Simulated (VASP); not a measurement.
# MgTlBr3 (P4/mmm) in VASP: single point with r2SCAN

Aim: the single point of MgTlBr3 with r2SCAN.

Program: VASP 6.6.1. These are calculated values, not measurements. Logs are shortened: lines on timing, memory, paths and dates and some standing lists are left out, and cuts for length are marked.

## (1) The cell of the first run

Symmetry: P4/mmm, No. 123, tetragonal system. The conventional cell has a = 5.499 Å, b = 5.499 Å, c = 5.159 Å, α = 90.00°, β = 90.00°, γ = 90.00°. Within 5.2 Å of Tl (site symmetry 4/mmm) lie 12 Br at 3.77 to 3.89 Å and 8 Mg at 4.67 Å and 2 Tl at 5.16 Å. Within 3.4 Å of Mg (site symmetry 4/mmm) lie 6 Br at 2.58 to 2.75 Å. Within 3.4 Å of Br (site symmetry 4/mmm) lie 2 Mg at 2.58 Å. Within 3.6 Å of Br (site symmetry mmm) lie 2 Mg at 2.75 Å.

## (2) Single point, r2SCAN (epitaxial xy strain +4.0%)

Input file POSCAR:

```
MgTlBr3
1.0
    5.4985437928      0.0000000000      0.0000000000
    0.0000000000      5.4985437928      0.0000000000
    0.0000000000      0.0000000000      5.1586331392
Tl Mg Br
1 1 3
Direct
    0.0000000000      0.0000000000      0.0000000000
    0.5000000000      0.5000000000      0.5000000000
    0.5000000000      0.5000000000      0.0000000000
    0.5000000000      0.0000000000      0.5000000000
    0.0000000000      0.5000000000      0.5000000000
```

Input file INCAR.step1:

```
PREC     = Accurate       # precision mode
ENCUT    = 520            # plane-wave cutoff, eV
ISMEAR   = 0              # smearing method
SIGMA    = 0.01           # smearing width, eV
LREAL    = False          # projectors in reciprocal space
LASPH    = True           # aspherical terms in the spheres
NELM     = 100            # most SCF steps
NBANDS   = 26             # bands
GGA      = PE             # functional
ALGO     = Normal         # electronic algorithm
EDIFF    = 1E-4           # SCF threshold, eV
LWAVE    = True           # write WAVECAR
LCHARG   = False          # write CHGCAR
```

Input file INCAR.step2:

```
PREC     = Accurate       # precision mode
ENCUT    = 520            # plane-wave cutoff, eV
EDIFF    = 1E-6           # SCF threshold, eV
ISMEAR   = 0              # smearing method
SIGMA    = 0.01           # smearing width, eV
LREAL    = False          # projectors in reciprocal space
LASPH    = True           # aspherical terms in the spheres
NELM     = 100            # most SCF steps
ALGO     = Normal         # electronic algorithm
ISIF     = 2              # what is computed and relaxed
LWAVE    = False          # write WAVECAR
LCHARG   = False          # write CHGCAR
METAGGA  = R2SCAN         # meta-GGA
LMIXTAU  = True         
NBANDS   = 26             # bands
ISTART   = 1
```

Input file KPOINTS:

```
Automatic mesh
0
Gamma
  6 6 6
```

Potentials or basis: VASP PAW PBE potentials, release 64 (Tl_d, Mg, Br).

Run with:

```bash
> cat potpaw_PBE.64/Tl_d/POTCAR potpaw_PBE.64/Mg/POTCAR potpaw_PBE.64/Br/POTCAR > POTCAR
> cp INCAR.step1 INCAR
> mpirun -np 1 vasp_std > vasp.out
> cp INCAR.step2 INCAR
> mpirun -np 1 vasp_std > vasp.out
```

OUTCAR:

```text
PREC = Accurate
   ENCUT = 520
   EDIFF = 1E-6
   ISMEAR = 0
   LREAL = False
   LASPH = True
   NELM = 100
   ISIF = 2
   METAGGA = R2SCAN
   ISTART = 1

 ion  position               nearest neighbor table
   1  0.000  0.000  0.000-
   2  0.500  0.500  0.500-   3 2.58   3 2.58   5 2.75   4 2.75   4 2.75   5 2.75
   3  0.500  0.500  0.000-   2 2.58   2 2.58
   4  0.500  0.000  0.500-   2 2.75   2 2.75
   5  0.000  0.500  0.500-   2 2.75   2 2.75

  LATTYP: Found a simple tetragonal cell.
 ALAT       =     5.4985437928
 C/A-ratio  =     0.9381816957

  Lattice vectors:

 A1 = (   5.4985437928,   0.0000000000,   0.0000000000)
 A2 = (   0.0000000000,   5.4985437928,   0.0000000000)
 A3 = (   0.0000000000,   0.0000000000,   5.1586331392)

Analysis of symmetry for initial positions (statically):
=====================================================================
 Subroutine PRICEL returns:
 Original cell was already a primitive cell.

 Routine SETGRP: Setting up the symmetry group for a
 simple tetragonal supercell.

 Subroutine GETGRP returns: Found 16 space group operations
 (whereof 16 operations were pure point group operations)
 out of a pool of 16 trial point group operations.

The static configuration has the point symmetry D_4h.

Analysis of symmetry for dynamics (positions and initial velocities):
=====================================================================
 Subroutine PRICEL returns:
 Original cell was already a primitive cell.

 Routine SETGRP: Setting up the symmetry group for a
 simple tetragonal supercell.

 Subroutine GETGRP returns: Found 16 space group operations
 (whereof 16 operations were pure point group operations)
 out of a pool of 16 trial point group operations.

The dynamic configuration has the point symmetry D_4h.

 Subroutine INISYM returns: Found 16 space group operations
 (whereof 16 operations are pure point group operations),
 and found     1 'primitive' translations

----------------------------------------------------------------------------------------

                                     Primitive cell

  volume of cell :     155.9660

  direct lattice vectors                    reciprocal lattice vectors
     5.498543793  0.000000000  0.000000000     0.181866334  0.000000000  0.000000000
     0.000000000  5.498543793  0.000000000     0.000000000  0.181866334  0.000000000
     0.000000000  0.000000000  5.158633139     0.000000000  0.000000000  0.193849800

  length of vectors
     5.498543793  5.498543793  5.158633139     0.181866334  0.181866334  0.193849800

  position of ions in fractional coordinates (direct lattice)
     0.000000000  0.000000000  0.000000000
     0.500000000  0.500000000  0.500000000
     0.500000000  0.500000000  0.000000000
     0.500000000  0.000000000  0.500000000
     0.000000000  0.500000000  0.500000000

  ion indices of the primitive-cell ions
   primitive index   ion index
                 1           1
                 2           2
                 3           3
                 4           4
                 5           5

----------------------------------------------------------------------------------------

 KPOINTS: Automatic mesh

Automatic generation of k-mesh.
 Grid dimensions read from file:
 generate k-points for:    6    6    6

 Generating k-lattice:

  Cartesian coordinates                     Fractional coordinates (reciprocal lattice)
     0.030311056  0.000000000  0.000000000     0.166666667  0.000000000  0.000000000
     0.000000000  0.030311056  0.000000000     0.000000000  0.166666667  0.000000000
     0.000000000  0.000000000  0.032308300     0.000000000  0.000000000  0.166666667

  Length of vectors
     0.030311056  0.030311056  0.032308300

  Shift w.r.t. Gamma in fractional coordinates (k-lattice)
     0.000000000  0.000000000  0.000000000

 Subroutine IBZKPT returns following result:
 ===========================================

 Found     40 irreducible k-points:

 Following reciprocal coordinates:
            Coordinates               Weight
  0.000000  0.000000  0.000000      1.000000
  0.166667  0.000000  0.000000      4.000000
  0.333333  0.000000  0.000000      4.000000
  0.500000  0.000000  0.000000      2.000000
  0.166667  0.166667  0.000000      4.000000
  0.333333  0.166667  0.000000      8.000000
[... 16 lines left out ...]
  0.333333  0.000000  0.333333      8.000000
  0.500000  0.000000  0.333333      4.000000
 [... further k-points ...]
   k-points           NKPTS =     40   k-points in BZ     NKDIM =     40   number of bands    NBANDS=     26
   number of dos      NEDOS =    301   number of ions     NIONS =      5
   total plane-waves  NPLWV =  70560
   dimension x,y,z NGX =    42 NGY =   42 NGZ =   40
   dimension x,y,z NGXF=    84 NGYF=   84 NGZF=   80
   ions per type =               1   1   3
   NGX,Y,Z   is equivalent  to a cutoff of  12.70, 12.70, 12.89 a.u.
   NGXF,Y,Z  is equivalent  to a cutoff of  25.40, 25.40, 25.78 a.u.
 SYSTEM =  unknown system
   PREC   = accura    normal or accurate (medium, high low for compatibility)
   ISTART =      1    job   : 0-new  1-cont  2-samecut
   ICHARG =      0    charge: 1-file 2-atom 10-const
   ISPIN  =      1    spin polarized calculation?
   LNONCOLLINEAR =      F non collinear calculations
   LSORBIT =      F    spin-orbit coupling
   LASPH  =      T    aspherical Exc in radial PAW
   ENCUT  =  520.0 eV  38.22 Ry    6.18 a.u.  10.22 10.22  9.59*2*pi/ulx,y,z
   NELM   =    100;   NELMIN=  2; NELMDL=  0     # of ELM steps
   EDIFF  = 0.1E-05   stopping-criterion for ELM
   LREAL  =      F    real-space projection
   EDIFFG = 0.1E-04   stopping-criterion for IOM
   NSW    =      0    number of steps for IOM
   IBRION =     -1    ionic relax: 0-MD 1-quasi-New 2-CG
   NFREE  =      0    steps in history (QN), initial steepest desc. (CG)
   ISIF   =      2    stress and relaxation
   ISYM   =      2    0-nonsym 1-usesym 2-fastsym
   POTIM  = 0.5000    time-step for ionic-motion
   TEBEG  =    0.0;   TEEND  =   0.0 temperature during run
   PSTRESS=    0.0 pullay stress
   NELECT =      36.0000    total number of electrons
   NUPDOWN=      -1.0000    fix difference up-down
   EMIN   =  10.00;   EMAX   =-10.00  energy-range for DOS
   EFERMI =   0.00;   METHOD = LEGACY
   ISMEAR =     0;   SIGMA  =   0.01  broadening in eV -4-tet -1-fermi 0-gaus
   EFERMI_NEDOS =   21; number of points for ismear=-14 and -15
   IALGO  =     38    algorithm
   IMIX   =      4    mixing-type and parameters
     AMIX     =   0.40;   BMIX     =  1.00
     AMIX_MAG =   1.60;   BMIX_MAG =  1.00
  volume/ion in A,a.u.               =      31.19       210.50
  Fermi-wavevector in a.u.,A,eV,Ry     =   1.004228  1.897716 13.721120  1.008474
  Thomas-Fermi vector in A             =   2.136830
   LORBIT       =      0    0 simple, 1 ext, 2 COOP (PROOUT), +10 PAW based schemes
   METAGGA = R2SCAN    functional components
   LHFCALC =     F    Hartree Fock is set to
   AEXX    =    0.0000 exact exchange contribution
   IVDW    =     0    specifies the selected vdW correction
   LEPSILON=     F    determine dielectric tensor
   LRPA    =     F    only Hartree local field effects (RPA)
 non-spin polarized calculation
 Gauss-broadening in eV      SIGMA  =   0.01
  energy-cutoff  :      520.00
  volume of cell :      155.97
 maximum number of plane-waves:      4248
 NGX is ok and might be reduce to    42
   NGX = 21   NGY = 21   NGZ = 19

 number of electron      35.9999999 magnetization

 Free energy of the ion-electron system (eV)
  ---------------------------------------------------
  ext. energy  EPLUGINS =         0.00000000
  ---------------------------------------------------
  free energy    TOTEN  =      -103.92736167 eV

  energy without entropy =     -103.92736167  energy(sigma->0) =     -103.92736167

 E-fermi :   0.3967     XC(G=0):  -8.6674

 val. band max:        0.2887529161   @ k =   0.5000   0.0000   0.5000
 cond. band min:       3.6864491398   @ k =   0.0000   0.0000   0.0000
 fundamental gap:      3.3976962237
 Fermi energy:         0.3967043982

 k-point     1 :       0.0000    0.0000    0.0000
  band No.  band energies     occupation
      1     -13.9365      2.00000
      2     -13.2057      2.00000
      3     -13.1399      2.00000
      4      -9.7966      2.00000
      5      -9.7960      2.00000
      6      -9.7909      2.00000
[... 18 lines left out ...]
     25       7.9142      0.00000
     26       8.1239      0.00000

 k-point     2 :       0.1667    0.0000    0.0000
  band No.  band energies     occupation
      1     -13.9028      2.00000
      2     -13.2201      2.00000
      3     -13.1605      2.00000
      4      -9.7978      2.00000
      5      -9.7970      2.00000
      6      -9.7917      2.00000
[... 18 lines left out ...]
     25       8.3629      0.00000
     26       8.3818      0.00000

 k-point     3 :       0.3333    0.0000    0.0000
  band No.  band energies     occupation
      1     -13.8218      2.00000
      2     -13.2900      2.00000
      3     -13.1740      2.00000
      4      -9.8011      2.00000
      5      -9.7990      2.00000
      6      -9.7940      2.00000
[... 18 lines left out ...]
     25       9.2441      0.00000
     26       9.4880      0.00000

 k-point     4 :       0.5000    0.0000    0.0000
  band No.  band energies     occupation
      1     -13.7693      2.00000
      2     -13.3430      2.00000
      3     -13.1748      2.00000
      4      -9.8029      2.00000
      5      -9.8000      2.00000
      6      -9.7952      2.00000
[... 18 lines left out ...]
     25       9.5656      0.00000
     26      10.2297      0.00000

 k-point     5 :       0.1667    0.1667    0.0000
  band No.  band energies     occupation
      1     -13.8701      2.00000
      2     -13.2245      2.00000
      3     -13.1891      2.00000
      4      -9.7993      2.00000
      5      -9.7962      2.00000
      6      -9.7917      2.00000
[... 18 lines left out ...]
     25       8.6616      0.00000
     26       8.8615      0.00000

 k-point     6 :       0.3333    0.1667    0.0000
  band No.  band energies     occupation
      1     -13.7914      2.00000
      2     -13.2874      2.00000
      3     -13.2057      2.00000
      4      -9.8010      2.00000
      5      -9.7970      2.00000
      6      -9.7939      2.00000
[... 427 lines left out ...]
 k-point    21 :       0.0000    0.0000    0.3333
  band No.  band energies     occupation
      1     -13.7531      2.00000
      2     -13.3843      2.00000
      3     -13.1303      2.00000
      4      -9.7994      2.00000
      5      -9.7961      2.00000
      6      -9.7961      2.00000
[... 18 lines left out ...]
     25       9.3260      0.00000
     26       9.7740      0.00000

 k-point    22 :       0.1667    0.0000    0.3333
  band No.  band energies     occupation
      1     -13.7294      2.00000
      2     -13.3787      2.00000
      3     -13.1571      2.00000
      4      -9.7994      2.00000
      5      -9.7967      2.00000
      6      -9.7959      2.00000
[... 18 lines left out ...]
     25       9.6887      0.00000
     26       9.7223      0.00000

 k-point    23 :       0.3333    0.0000    0.3333
  band No.  band energies     occupation
      1     -13.6757      2.00000
      2     -13.3591      2.00000
      3     -13.2253      2.00000
      4      -9.7985      2.00000
      5      -9.7982      2.00000
      6      -9.7957      2.00000
[... 18 lines left out ...]
     25       9.2150      0.00000
     26       9.8288      0.00000

 k-point    24 :       0.5000    0.0000    0.3333
  band No.  band energies     occupation
      1     -13.6446      2.00000
      2     -13.3280      2.00000
      3     -13.2849      2.00000
      4      -9.7995      2.00000
      5      -9.7977      2.00000
      6      -9.7956      2.00000
[... 18 lines left out ...]
     25       9.3636      0.00000
     26      10.3863      0.00000

 [... further k-points ...]

------------------------ aborting loop because EDIFF is reached ----------------------------------------

  FORCE on cell =-STRESS in cart. coord.  units (eV):
  Direction    XX          YY          ZZ          XY          YZ          ZX
  --------------------------------------------------------------------------------------
  -------------------------------------------------------------------------------------
  Total       -2.0024358     -2.0024358     -0.1432702      0.0000000     -0.0000000      0.0000000
  in kB      -20.5702305    -20.5702305     -1.4717579      0.0000000     -0.0000000      0.0000000
  external PRESSURE =     -14.2040729 kB  Pullay stress =       0.0000000 kB

 VOLUME and BASIS-vectors are now :
 -----------------------------------------------------------------------------
  energy-cutoff  :      520.00
  volume of cell :      155.97
      direct lattice vectors                 reciprocal lattice vectors
     5.498543793  0.000000000  0.000000000     0.181866334  0.000000000  0.000000000
     0.000000000  5.498543793  0.000000000     0.000000000  0.181866334  0.000000000
     0.000000000  0.000000000  5.158633139     0.000000000  0.000000000  0.193849800

 POSITION                                       TOTAL-FORCE (eV/Angst)
 -----------------------------------------------------------------------------------
      0.00000      0.00000      0.00000         0.000000      0.000000      0.000000
      2.74927      2.74927      2.57932         0.000000      0.000000      0.000000
      2.74927      2.74927      0.00000         0.000000      0.000000      0.000000
      2.74927      0.00000      2.57932         0.000000      0.000000      0.000000
      0.00000      2.74927      2.57932         0.000000      0.000000      0.000000
 -----------------------------------------------------------------------------------
    total drift:                               -0.000000     -0.000000      0.000000

  FREE ENERGIE OF THE ION-ELECTRON SYSTEM (eV)
  ---------------------------------------------------
  free  energy   TOTEN  =      -103.9273616706 eV

  energy  without entropy=     -103.9273616706  energy(sigma->0) =     -103.92736167
```

Run time: 3.8 min. Hardware: 1 thread of Intel Xeon 6975P-C (Granite Rapids), shared host; peak memory 0.39 GiB.

Results:

```yaml
Free_energy: -103.9274 eV
Pressure: -1.4 GPa
Band_gap_on_the_k_mesh: 3.40 eV (least direct gap 3.98 eV)
```

Caveat: the cell differs from its parent crystal (epitaxial xy strain +4.0%); the PAW data sets were made with another functional, which shifts forces and pressure a little; spin-orbit coupling is left out, which moves the levels of the heavy elements. A k mesh can miss the band edges.
